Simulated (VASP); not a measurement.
**AlN: single point with PBEsol**

Crystal: AlN.

```xyz
4
Lattice="3.3212 0.0000 0.0000 -1.6606 2.8762 0.0000 0.0000 0.0000 4.0572" Properties=species:S:1:pos:R:3 pbc="T T T"
Al    0.0000    1.9175    3.0429
Al    1.6606    0.9587    1.0143
N     0.0000    1.9175    1.0143
N     1.6606    0.9587    3.0429
```

```yaml
Program: VASP 6.6.1
Task: single point
Functional: PBEsol
Potentials_or_basis: VASP PAW PBE potentials, release 64 (Al, N)
Cutoff: 520 eV
k_mesh: 9 × 9 × 6
Occupations: gaussian, width 0.05 eV
Spin: no spin polarisation
```

```
Pressure               : 1.5 GPa
Band gap on the k mesh : 3.47 eV, direct
```

Stress tensor (GPa, compression positive):
```
-0.40  0.00  0.00
 0.00 -0.40  0.00
 0.00  0.00  5.20
```

Levels at points of the mesh, in eV from the valence-band top:
```csv
k point,band 6,band 7,band 8,band 9,band 10,band 11
"(0.00, 0.00, 0.00)",-1.46,-1.46,0.00,3.47,4.57,8.23
"(0.00, 0.00, 0.50)",-2.44,-2.44,-2.44,5.83,5.83,8.34
```

It took 49 s on 1 thread of Intel(R) Xeon(R) Platinum 8259CL CPU @ 2.50GHz (Skylake/Cascade Lake) (shared host), peak memory 0.16 GiB.

Caveat: the PAW data sets were made with another functional, which shifts forces and pressure a little. A k mesh can miss the band edges.
